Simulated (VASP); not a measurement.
# CoO (Fm-3m) in VASP: notebook, part 2 of 2

VASP 6.6.1. Earlier steps stand in the parts before.

## Step 5: Single point, LDA, collinear spin, ferromagnetic start

This run uses another cell than the first one, of 9.68 Å³/atom, 1.006 times its volume.

The input, INCAR:

```
SYSTEM = CoO
PREC = Accurate
ENCUT = 520
EDIFF = 1E-6
ISMEAR = -1
SIGMA = 0.05
LREAL = .False.
LASPH = .True.
NELM = 150
ALGO = Normal
ISIF = 2
LWAVE = .False.
LCHARG = .False.
ISPIN = 2
MAGMOM = 2 0
LORBIT = 11
LMAXMIX = 4
GGA = CA
NBANDS = 18
```

The input, KPOINTS:

```
Automatic mesh
0
Gamma
  11 11 11
  0 0 0
```

The input, POSCAR:

```
CoO
1.0
    0.0000000000      2.1315000000      2.1315000000
    2.1315000000      0.0000000000      2.1315000000
    2.1315000000      2.1315000000      0.0000000000
Co O
1 1
Direct
    0.0000000000      0.0000000000      0.0000000000
    0.5000000000      0.5000000000      0.5000000000
```

Potentials or basis: VASP PAW LDA potentials, release 64 (Co, O).

On the command line:

```sh
$ cat potpaw_LDA.64/Co/POTCAR potpaw_LDA.64/O/POTCAR > POTCAR
$ mpirun -np 1 vasp_std > vasp.out
```

Run time: 26 s. Hardware: 1 thread of Intel Xeon Platinum 8259CL at 2.50GHz (Skylake/Cascade Lake), shared host; peak memory 0.15 GiB.

Results (log left out):

```yaml
Free_energy: -14.6552 eV
Pressure: -20.6 GPa
Net_moment: 2.76 μB per cell
Site_moments: Co +2.41; O +0.29 μB
Valence_electrons_inside_the_program's_atomic_spheres: Co 7.83; O 4.92
```

Levels at points of the mesh, in eV from the Fermi level:
Spin up:
| k point | band 6 | band 7 | band 8 | band 9 | band 10 | band 11 | band 12 | band 13 |
| --- | --- | --- | --- | --- | --- | --- | --- | --- |
| (0.00, 0.00, 0.00) | -2.96 | -2.96 | -2.95 | -2.95 | 0.94 | 16.62 | 17.93 | 17.93 |
Spin down:
```tsv
k point	band 3	band 4	band 5	band 6	band 7	band 8	band 9	band 10
(0.00, 0.00, 0.00)	-2.73	-2.73	-1.09	-1.09	-1.09	-0.44	-0.44	1.46
```

Caveat: a cell with one magnetic atom can't hold antiferromagnetic order, which such compounds often take; semilocal functionals often make such compounds metallic where correlation or magnetic order opens a gap, which also shifts bond lengths. With open d or f shells a metallic result of LDA can be an artefact of self-interaction; +U or a hybrid may open a gap.

## Step 6: Single point, PBEsol+D4, collinear spin, ferromagnetic start

This run uses another cell than the first one, of 9.88 Å³/atom, 1.026 times its volume.

The input, INCAR:

```
PREC     = Accurate       # precision mode
ENCUT    = 520            # plane-wave cutoff, eV
EDIFF    = 1E-6           # SCF threshold, eV
ISMEAR   = -1             # smearing method
SIGMA    = 0.05           # smearing width, eV
LREAL    = False          # projectors in reciprocal space
LASPH    = True           # aspherical terms in the spheres
NELM     = 150            # most SCF steps
ALGO     = Normal         # electronic algorithm
ISIF     = 2              # what is computed and relaxed
LWAVE    = False          # write WAVECAR
LCHARG   = True           # write CHGCAR
ISPIN    = 2              # spin polarisation
MAGMOM   = 2 0            # initial moments
LORBIT   = 11             # projections on sites
LMAXMIX  = 4              # l up to which the mixer works
GGA      = PS             # functional
IVDW     = 13             # dispersion correction
LELF     = True           # ELF
LVHAR    = True         
NBANDS   = 18             # bands
```

The input, KPOINTS:

```
regular mesh
0
Gamma
  11 11 11
```

The input, POSCAR:

```
CoO
1.0
    0.0000000000      2.1456163054      2.1456163054
    2.1456163054      0.0000000000      2.1456163054
    2.1456163054      2.1456163054      0.0000000000
Co O
1 1
Direct
    0.0000000000      0.0000000000      0.0000000000
    0.5000000000      0.5000000000      0.5000000000
```

Potentials or basis: VASP PAW PBE potentials, release 64 (Co, O).

On the command line:

```sh
$ cat potpaw_PBE.64/Co/POTCAR potpaw_PBE.64/O/POTCAR > POTCAR
$ mpirun -np 1 vasp_std > vasp.out
```

Run time: 29 s. Hardware: 1 thread of Intel Xeon Platinum 8259CL at 2.50GHz (Skylake/Cascade Lake), shared host; peak memory 0.16 GiB.

It converged, with:

```yaml
Free_energy: -14.2384 eV
Pressure: -16.1 GPa
Band_gap_on_the_k_mesh: zero (filled and empty bands overlap)
Net_moment: 2.97 μB per cell
Site_moments: Co +2.59; O +0.32 μB
Valence_electrons_inside_the_program's_atomic_spheres: Co 7.76; O 4.94
Dispersion_energy_per_atom: -0.155 eV
```

Levels at points of the mesh, in eV from the Fermi level:
Spin up:
| k point | band 5 | band 6 | band 7 | band 8 | band 9 | band 10 | band 11 | band 12 | band 13 | band 14 |
| --- | --- | --- | --- | --- | --- | --- | --- | --- | --- | --- |
| (0.00, 0.00, 0.00) | -3.13 | -3.13 | -3.12 | -3.12 | -3.12 | 0.73 | 16.50 | 17.74 | 17.74 | 17.74 |
Spin down:
```
           k point  band 3  band 4  band 5  band 6  band 7  band 8  band 9  band 10
(0.00, 0.00, 0.00)   -2.51   -2.51   -1.06   -1.06   -1.06   -0.10   -0.10     1.29
```

Caveat: the PAW data sets were made with another functional, which shifts forces and pressure a little; a cell with one magnetic atom can't hold antiferromagnetic order, which such compounds often take; semilocal functionals often make such compounds metallic where correlation or magnetic order opens a gap, which also shifts bond lengths; pairwise dispersion overbinds metals, which lowers pressure and volume. With open d or f shells a metallic result of PBEsol can be an artefact of self-interaction; +U or a hybrid may open a gap.

## Step 7: Overview

```tsv
level	potentials or basis	cell	gap on the mesh (eV)	pressure (GPa)	moment (μB)
PBE+D3(BJ)	VASP PAW PBE potentials, release 64 (Co, O)	a = 3.008 Å, angles 60.0°, 2 atoms	none	-0.5	2.89
PBEsol+D4	VASP PAW PBE potentials, release 64 (Co, O)	a = 3.014 Å, angles 60.0°, 2 atoms	none	-13.5	2.93
revPBE	VASP PAW PBE potentials, release 64 (Co, O)	a = 3.014 Å, angles 60.0°, 2 atoms	none	2.1	2.92
LDA	VASP PAW LDA potentials, release 64 (Co, O)	a = 3.014 Å, angles 60.0°, 2 atoms	none	-20.6	2.76
PBEsol+D4	VASP PAW PBE potentials, release 64 (Co, O)	a = 3.034 Å, angles 60.0°, 2 atoms	none	-16.1	2.97
```

Alike in all rows: task single point; spin collinear, ferromagnetic start; k mesh 11 × 11 × 11; cutoff (eV) 520; smearing fermi-dirac 0.05 eV.

Caveats: a cell with one magnetic atom can't hold antiferromagnetic order, which such compounds often take; semilocal functionals often make such compounds metallic where correlation or magnetic order opens a gap, which also shifts bond lengths; pairwise dispersion overbinds metals, which lowers pressure and volume (some runs); the PAW data sets were made with another functional, which shifts forces and pressure a little (some runs).

Total energies depend on the potentials used, so only differences within one code and one set of settings carry meaning.
